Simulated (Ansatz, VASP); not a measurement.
## Two plane-wave programs on CdSe

```
Cd Se
1.0
     4.08357    0.00000    0.00000
    -2.04179    3.53648    0.00000
     0.00000    0.00000    6.66444
Cd Se
2 2
Direct
  0.66667 0.33333 0.00000
  0.33333 0.66667 0.50000
  0.66667 0.33333 0.37500
  0.33333 0.66667 0.87500
```

Change from the starting cell: strain -0.050 along x and y, -0.050 along z, atoms carried along.

Alike in both runs: task single point; functional PBE; k mesh 6 × 6 × 4; occupations gaussian, width 0.05 eV; no spin polarisation.

|  | VASP | Ansatz |
| --- | --- | --- |
| version | VASP 6.6.1 | Ansatz 0.2.0 |
| potentials or method | VASP PAW PBE potentials, release 64 (Cd, Se), cutoff 520 eV | scalar-relativistic, plane waves, PAW |
| valence electrons in the cell | 36 | 72 |

```csv
,VASP,Ansatz,Ansatz less VASP
gap on the k mesh at the Fermi level (eV),1.01,1.00,-0.008
least direct gap on the mesh (eV),1.01,1.00,-0.008
pressure (GPa),16.2,15.5,-0.63
"traceless stress, the component that is largest in VASP (GPa)",0.29,0.28,-0.013
rms of the force components (eV/Å),0.007,0.007,+0.0006
```

Atom by atom the forces differ by 0.001 eV/Å (rms over components). The functional is the same, so the differences come from potentials, cutoffs and numerics. VASP's potentials hold 36 valence electrons a cell and Ansatz's 72, so a difference there can come from the potentials and not from the codes.
